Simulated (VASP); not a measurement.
# W in VASP: a series of runs

W is run at these levels: PBE; tasks: relaxation of shape and atoms at fixed volume.

Program: VASP 6.6.1. These are calculated values, not measurements. Logs are shortened: lines on timing, memory, paths and dates and some standing lists are left out, and cuts for length are marked.

## Step 1: The cell of the first run

The typed cell holds 1 atom: a = 3.215 Å, b = 2.784 Å, c = 2.785 Å, α = 70.53°, β = 54.73°, γ = 54.74°.

## Step 2: Relaxation of shape and atoms at fixed volume, PBE (16.62 Å³/atom)

Input file INCAR:

```
ALGO = Normal
EDIFF = 1E-7
EDIFFG = -0.01
ENCUT = 500
GGA = PE
GGA_COMPAT = F
IBRION = 2
ISIF = 4
ISMEAR = 0
LASPH = T
LCHARG = F
LREAL = F
LWAVE = F
NELM = 120
NELMIN = 4
NSW = 50
PREC = Accurate
SIGMA = 0.1
```

Input file KPOINTS:

```
k-points
0
Gamma
  24 24 24
```

Input file POSCAR:

```
W
1.0
    0.0000000000      2.2736291341      2.2734441187
    1.6075992152      0.0000000000      2.2734441187
    1.6075992152      2.2736291341      0.0000000000
W
1
Direct
    0.0000000000      0.0000000000      0.0000000000
```

Potentials or basis: VASP PAW PBE potentials, release 64 (W_sv).

Launch:

```
$ cat potpaw_PBE.64/W_sv/POTCAR > POTCAR
$ mpirun -np 1 vasp_std > vasp.out
```

OUTCAR:

```text
EDIFF = 1E-7
   EDIFFG = -0.01
   ENCUT = 500
   GGA = PE
   IBRION = 2
   ISIF = 4
   ISMEAR = 0
   LASPH = T
   LREAL = F
   NELM = 120
   NELMIN = 4
   NSW = 50
   PREC = Accurate

 ion  position               nearest neighbor table
   1  0.000  0.000  0.000-

  LATTYP: Found a face centered orthorhombic cell.
 ALAT       =     3.2151984304
 B/A-ratio  =     1.4141858849
 C/A-ratio  =     1.4143009729

  Lattice vectors:

 A1 = (   0.0000000000,   2.2736291341,  -2.2734441187)
 A2 = (   1.6075992152,   2.2736291341,   0.0000000000)
 A3 = (   1.6075992152,   0.0000000000,  -2.2734441187)

Analysis of symmetry for initial positions (statically):
=====================================================================
 Subroutine PRICEL returns:
 Original cell was already a primitive cell.

 Routine SETGRP: Setting up the symmetry group for a
 face centered orthorhombic supercell.

 Subroutine GETGRP returns: Found  8 space group operations
 (whereof  8 operations were pure point group operations)
 out of a pool of  8 trial point group operations.

The static configuration has the point symmetry D_2h.

Analysis of symmetry for dynamics (positions and initial velocities):
=====================================================================
 Subroutine PRICEL returns:
 Original cell was already a primitive cell.

 Routine SETGRP: Setting up the symmetry group for a
 face centered orthorhombic supercell.

 Subroutine GETGRP returns: Found  8 space group operations
 (whereof  8 operations were pure point group operations)
 out of a pool of  8 trial point group operations.

The dynamic configuration has the point symmetry D_2h.

 Subroutine INISYM returns: Found  8 space group operations
 (whereof  8 operations are pure point group operations),
 and found     1 'primitive' translations

----------------------------------------------------------------------------------------

                                     Primitive cell

  volume of cell :      16.6193

  direct lattice vectors                    reciprocal lattice vectors
     0.000000000  2.273629134  2.273444119    -0.311022794  0.219912734  0.219930631
     1.607599215  0.000000000  2.273444119     0.311022794 -0.219912734  0.219930631
     1.607599215  2.273629134  0.000000000     0.311022794  0.219912734 -0.219930631

  length of vectors
     3.215266334  2.784407190  2.784558255     0.439848010  0.439848010  0.439848010

[... 84 lines left out ...]
   ISIF   =      4    stress and relaxation
   ISYM   =      2    0-nonsym 1-usesym 2-fastsym
   POTIM  = 0.5000    time-step for ionic-motion
   TEBEG  =    0.0;   TEEND  =   0.0 temperature during run
   PSTRESS=    0.0 pullay stress
   NELECT =      14.0000    total number of electrons
   NUPDOWN=      -1.0000    fix difference up-down
   EMIN   =  10.00;   EMAX   =-10.00  energy-range for DOS
   EFERMI =   0.00;   METHOD = LEGACY
   ISMEAR =     0;   SIGMA  =   0.10  broadening in eV -4-tet -1-fermi 0-gaus
   EFERMI_NEDOS =   21; number of points for ismear=-14 and -15
   IALGO  =     38    algorithm
   IMIX   =      4    mixing-type and parameters
     AMIX     =   0.40;   BMIX     =  1.00
     AMIX_MAG =   1.60;   BMIX_MAG =  1.00
  volume/ion in A,a.u.               =      16.62       112.15
  Fermi-wavevector in a.u.,A,eV,Ry     =   1.546133  2.921768 32.525112  2.390528
  Thomas-Fermi vector in A             =   2.651413
   LORBIT       =      0    0 simple, 1 ext, 2 COOP (PROOUT), +10 PAW based schemes
   GGA     = PE    functional components
   LHFCALC =     F    Hartree Fock is set to
   AEXX    =    0.0000 exact exchange contribution
   IVDW    =     0    specifies the selected vdW correction
   LEPSILON=     F    determine dielectric tensor
   LRPA    =     F    only Hartree local field effects (RPA)
 conjugate gradient relaxation of ions
 non-spin polarized calculation
 Gauss-broadening in eV      SIGMA  =   0.10
  energy-cutoff  :      500.00
  volume of cell :       16.62
 maximum number of plane-waves:       438
   NGX = 11   NGY = 11   NGZ = 11

 number of electron      14.0000000 magnetization

 Free energy of the ion-electron system (eV)
  ---------------------------------------------------
  ext. energy  EPLUGINS =         0.00000000
  ---------------------------------------------------
  free energy    TOTEN  =       -12.94564204 eV

  energy without entropy =      -12.94380004  energy(sigma->0) =      -12.94472104

 E-fermi :  10.7974     XC(G=0): -13.3755

 val. band max:       10.7914657278   @ k =   0.4583   0.5000   0.0417
 cond. band min:      10.8036625953   @ k =  -0.2917   0.2083   0.5000
 fundamental gap:      0.0121968675
 Fermi energy:        10.7973833532

 k-point     1 :       0.0000    0.0000    0.0000
  band No.  band energies     occupation
      1     -63.4821      2.00000
      2     -27.1080      2.00000
      3     -27.1079      2.00000
      4     -27.1078      2.00000
      5       1.3980      2.00000
      6       9.6152      2.00000
      7       9.6156      2.00000
      8       9.6165      2.00000
      9      12.9182      0.00000
     10      12.9185      0.00000
     11      25.1778      0.00000
[... 309 lines left out ...]
 k-point    24 :       0.4583    0.0417    0.0000
  band No.  band energies     occupation
      1     -63.3772      2.00000
      2     -28.1633      2.00000
      3     -27.4607      2.00000
      4     -27.1203      2.00000
      5       4.8606      2.00000
      6       7.5037      2.00000
      7      10.6460      1.96772
      8      12.8274      0.00000
      9      13.7015      0.00000
     10      16.1111      0.00000
     11      21.5727      0.00000

 [... further k-points ...]

------------------------ aborting loop because EDIFF is reached ----------------------------------------

  FORCE on cell =-STRESS in cart. coord.  units (eV):
  Direction    XX          YY          ZZ          XY          YZ          ZX
  --------------------------------------------------------------------------------------
  -------------------------------------------------------------------------------------
  Total       -0.8320513     -0.8338823     -0.8315759      0.0000000      0.0000000      0.0000000
  in kB      -80.2137777    -80.3903017    -80.1679524      0.0000000      0.0000000      0.0000000
  external PRESSURE =     -80.2573439 kB  Pullay stress =       0.0000000 kB

 VOLUME and BASIS-vectors are now :
 -----------------------------------------------------------------------------
  energy-cutoff  :      500.00
  volume of cell :       16.62
      direct lattice vectors                 reciprocal lattice vectors
     0.000000000  2.273629134  2.273444119    -0.311022794  0.219912734  0.219930631
     1.607599215  0.000000000  2.273444119     0.311022794 -0.219912734  0.219930631
     1.607599215  2.273629134  0.000000000     0.311022794  0.219912734 -0.219930631

 POSITION                                       TOTAL-FORCE (eV/Angst)
 -----------------------------------------------------------------------------------
      0.00000      0.00000      0.00000         0.000000      0.000000     -0.000000
 -----------------------------------------------------------------------------------
    total drift:                                0.000000      0.000000      0.000000

  FREE ENERGIE OF THE ION-ELECTRON SYSTEM (eV)
  ---------------------------------------------------
  free  energy   TOTEN  =       -12.9456420351 eV

  energy  without entropy=      -12.9438000441  energy(sigma->0) =      -12.94472104

 reached required accuracy - stopping structural energy minimisation
```

OSZICAR:

```text
N       E                     dE             d eps       ncg     rms          rms(c)
DAV:   1     0.753745904088E+02    0.75375E+02   -0.77293E+03 43389   0.140E+03
DAV:   2    -0.120291823007E+02   -0.87404E+02   -0.84403E+02 46560   0.327E+02
DAV:   3    -0.135955290242E+02   -0.15663E+01   -0.15486E+01 49637   0.433E+01
DAV:   4    -0.136042938451E+02   -0.87648E-02   -0.87633E-02 46534   0.350E+00
DAV:   5    -0.136043664211E+02   -0.72576E-04   -0.72577E-04 48530   0.326E-01    0.192E+01
DAV:   6    -0.130803825716E+02    0.52398E+00   -0.64341E-01 46182   0.105E+01    0.731E+00
DAV:   7    -0.129498357890E+02    0.13055E+00   -0.32459E-01 48329   0.700E+00    0.742E-01
DAV:   8    -0.129456631321E+02    0.41727E-02   -0.37264E-03 44626   0.907E-01    0.877E-02
DAV:   9    -0.129456453207E+02    0.17811E-04   -0.13830E-04 49386   0.150E-01    0.473E-02
DAV:  10    -0.129456418367E+02    0.34840E-05   -0.13574E-05 47014   0.533E-02    0.108E-02
DAV:  11    -0.129456422424E+02   -0.40572E-06   -0.26949E-07 45816   0.591E-03    0.702E-04
DAV:  12    -0.129456420393E+02    0.20314E-06   -0.97428E-09 23795   0.112E-03    0.109E-04
DAV:  13    -0.129456420351E+02    0.41864E-08   -0.53588E-10 22667   0.350E-04
   1 F= -.12945642E+02 E0= -.12944721E+02  d E =-.129456E+02
```

CONTCAR:

```text
W
   1.00000000000000
     0.0000000000000000    2.2736291341000001    2.2734441187000001
     1.6075992152000000    0.0000000000000000    2.2734441187000001
     1.6075992152000000    2.2736291341000001    0.0000000000000000
  W
     1
Direct
     0.0000000000000000    0.0000000000000000    0.0000000000000000

  0.00000000E+00  0.00000000E+00  0.00000000E+00
```

Wall time 4.4 min (1 thread of Intel Xeon 8259CL, shared host); peak memory 0.43 GiB.

What came out:

```
Free energy             : -12.9456 eV
Pressure after relaxing : -8.0 GPa
Band gap on the k mesh  : zero (bands 7 and 8 overlap by 5.98 eV)
```

Final structure:
```
W
1.0
     0.00000    2.27363    2.27344
     1.60760    0.00000    2.27344
     1.60760    2.27363    0.00000
W
1
Direct
  0.00000 0.00000 0.00000
```

Caveat: the relaxation stopped at its first step, so nothing moved; spin-orbit coupling is left out, which moves the levels of the heavy elements.

## Step 3: Relaxation of shape and atoms at fixed volume, PBE (17.10 Å³/atom)

This run uses another cell than the first one, of 17.10 Å³/atom.

Input file INCAR:

```
SYSTEM = W
PREC = Accurate
ENCUT = 500
EDIFF = 1E-7
ISMEAR = 0
SIGMA = 0.1
LREAL = .False.
LASPH = .True.
NELM = 120
ALGO = Normal
ISIF = 4
LWAVE = .False.
LCHARG = .False.
GGA = PE
IBRION = 2
NSW = 50
EDIFFG = -0.01
GGA_COMPAT = .False.
NELMIN = 4
```

Input file KPOINTS:

```
Automatic mesh
0
Gamma
  24 24 24
  0 0 0
```

Input file POSCAR:

```
W
1.0
    0.0000000000      2.2954922939      2.2953054994
    1.6230578483      0.0000000000      2.2953054994
    1.6230578483      2.2954922939      0.0000000000
W
1
Direct
    0.0000000000      0.0000000000      0.0000000000
```

Potentials or basis: VASP PAW PBE potentials, release 64 (W_sv).

Launch:

```
$ cat potpaw_PBE.64/W_sv/POTCAR > POTCAR
$ mpirun -np 1 vasp_std > vasp.out
```

OUTCAR:

```text
SYSTEM = W
   PREC = Accurate
   ENCUT = 500
   EDIFF = 1E-7
   ISMEAR = 0
   LREAL = .False.
   LASPH = .True.
   NELM = 120
   ISIF = 4
   GGA = PE
   IBRION = 2
   NSW = 50
   EDIFFG = -0.01
   NELMIN = 4

 ion  position               nearest neighbor table
   1  0.000  0.000  0.000-

  LATTYP: Found a face centered orthorhombic cell.
 ALAT       =     3.2461156966
 B/A-ratio  =     1.4141858849
 C/A-ratio  =     1.4143009729

  Lattice vectors:

 A1 = (   0.0000000000,   2.2954922939,  -2.2953054994)
 A2 = (   1.6230578483,   2.2954922939,   0.0000000000)
 A3 = (   1.6230578483,   0.0000000000,  -2.2953054994)

Analysis of symmetry for initial positions (statically):
=====================================================================
 Subroutine PRICEL returns:
 Original cell was already a primitive cell.

 Routine SETGRP: Setting up the symmetry group for a
 face centered orthorhombic supercell.

 Subroutine GETGRP returns: Found  8 space group operations
 (whereof  8 operations were pure point group operations)
 out of a pool of  8 trial point group operations.

The static configuration has the point symmetry D_2h.

Analysis of symmetry for dynamics (positions and initial velocities):
=====================================================================
 Subroutine PRICEL returns:
 Original cell was already a primitive cell.

 Routine SETGRP: Setting up the symmetry group for a
 face centered orthorhombic supercell.

 Subroutine GETGRP returns: Found  8 space group operations
 (whereof  8 operations were pure point group operations)
 out of a pool of  8 trial point group operations.

The dynamic configuration has the point symmetry D_2h.

 Subroutine INISYM returns: Found  8 space group operations
 (whereof  8 operations are pure point group operations),
 and found     1 'primitive' translations

----------------------------------------------------------------------------------------

                                     Primitive cell

[... 115 lines left out ...]
   AEXX    =    0.0000 exact exchange contribution
   IVDW    =     0    specifies the selected vdW correction
   LEPSILON=     F    determine dielectric tensor
   LRPA    =     F    only Hartree local field effects (RPA)
 conjugate gradient relaxation of ions
 non-spin polarized calculation
 Gauss-broadening in eV      SIGMA  =   0.10
  energy-cutoff  :      500.00
  volume of cell :       17.10
 maximum number of plane-waves:       466
   NGX = 11   NGY = 11   NGZ = 11

 number of electron      13.9999998 magnetization

 Free energy of the ion-electron system (eV)
  ---------------------------------------------------
  ext. energy  EPLUGINS =         0.00000000
  ---------------------------------------------------
  free energy    TOTEN  =       -12.91034973 eV

  energy without entropy =      -12.90857134  energy(sigma->0) =      -12.90946053

 E-fermi :  10.3982     XC(G=0): -13.2160

 val. band max:       10.3839350591   @ k =   0.2917   0.1250   0.1667
 cond. band min:      10.3993656396   @ k =   0.4167   0.2500   0.1250
 fundamental gap:      0.0154305805
 Fermi energy:        10.3982318850

 k-point     1 :       0.0000    0.0000    0.0000
  band No.  band energies     occupation
      1     -63.9209      2.00000
      2     -27.5806      2.00000
      3     -27.5805      2.00000
      4     -27.5804      2.00000
      5       1.1639      2.00000
      6       9.2615      2.00000
      7       9.2619      2.00000
      8       9.2628      2.00000
      9      12.4532      0.00000
     10      12.4536      0.00000
     11      24.7121      0.00000
[... 309 lines left out ...]
 k-point    24 :       0.4583    0.0417    0.0000
  band No.  band energies     occupation
      1     -63.8288      2.00000
      2     -28.5381      2.00000
      3     -27.9024      2.00000
      4     -27.5909      2.00000
      5       4.6320      2.00000
      6       7.2318      2.00000
      7      10.1973      1.99552
      8      12.3479      0.00000
      9      13.1904      0.00000
     10      15.4955      0.00000
     11      20.7543      0.00000

 [... further k-points ...]

------------------------ aborting loop because EDIFF is reached ----------------------------------------

  FORCE on cell =-STRESS in cart. coord.  units (eV):
  Direction    XX          YY          ZZ          XY          YZ          ZX
  --------------------------------------------------------------------------------------
  -------------------------------------------------------------------------------------
  Total       -1.6364318     -1.6381645     -1.6359818      0.0000000      0.0000000      0.0000000
  in kB     -153.2950640   -153.4573755   -153.2529093      0.0000000      0.0000000      0.0000000
  external PRESSURE =    -153.3351163 kB  Pullay stress =       0.0000000 kB

 VOLUME and BASIS-vectors are now :
 -----------------------------------------------------------------------------
  energy-cutoff  :      500.00
  volume of cell :       17.10
      direct lattice vectors                 reciprocal lattice vectors
     0.000000000  2.295492294  2.295305499    -0.308060492  0.217818200  0.217835926
     1.623057848  0.000000000  2.295305499     0.308060492 -0.217818200  0.217835926
     1.623057848  2.295492294  0.000000000     0.308060492  0.217818200 -0.217835926

 POSITION                                       TOTAL-FORCE (eV/Angst)
 -----------------------------------------------------------------------------------
      0.00000      0.00000      0.00000         0.000000      0.000000      0.000000
 -----------------------------------------------------------------------------------
    total drift:                               -0.000000      0.000000     -0.000000

  FREE ENERGIE OF THE ION-ELECTRON SYSTEM (eV)
  ---------------------------------------------------
  free  energy   TOTEN  =       -12.9103497268 eV

  energy  without entropy=      -12.9085713404  energy(sigma->0) =      -12.90946053

 reached required accuracy - stopping structural energy minimisation
```

CONTCAR:

```text
W
   1.00000000000000
     0.0000000000000000    2.2954922939000002    2.2953054993999999
     1.6230578483000000    0.0000000000000000    2.2953054993999999
     1.6230578483000000    2.2954922939000002    0.0000000000000000
  W
     1
Direct
     0.0000000000000000    0.0000000000000000    0.0000000000000000

  0.00000000E+00  0.00000000E+00  0.00000000E+00
```

It took 5.4 min on 1 thread of Intel Xeon 8259CL, shared host; peak memory 0.47 GiB.

What came out:

* Free energy: -12.9103 eV
* Pressure after relaxing: -15.3 GPa
* Band gap on the k mesh: zero (bands 7 and 8 overlap by 5.74 eV)

Final structure:
```cif
data_structure
_symmetry_space_group_name_H-M 'P 1'
_symmetry_Int_Tables_number 1
_cell_length_a 3.2462
_cell_length_b 2.8112
_cell_length_c 2.8113
_cell_angle_alpha 70.529
_cell_angle_beta 54.733
_cell_angle_gamma 54.738
_cell_volume 17.10
loop_
_atom_site_label
_atom_site_type_symbol
_atom_site_fract_x
_atom_site_fract_y
_atom_site_fract_z
_atom_site_occupancy
W1 W 0.00000 0.00000 0.00000 1
```

Levels at points of the mesh, in eV from the Fermi level:
```csv
k point,band 4,band 5,band 6,band 7,band 8,band 9,band 10,band 11
"(0.00, 0.00, 0.00)",-37.98,-9.23,-1.14,-1.14,-1.14,2.05,2.06,14.31
"(0.50, 0.00, 0.00)",-37.98,-5.82,-3.24,0.43,1.91,2.80,5.47,9.87
"(0.50, 0.50, 0.00)",-37.98,-5.82,-3.24,0.43,1.91,2.80,5.47,9.87
"(0.50, 0.00, 0.50)",-37.98,-5.82,-3.24,0.43,1.91,2.80,5.47,9.87
"(0.00, 0.50, 0.50)",-38.69,-5.27,-5.27,4.61,4.61,4.61,7.64,7.64
```

Caveat: the relaxation stopped at its first step, so nothing moved; spin-orbit coupling is left out, which moves the levels of the heavy elements.
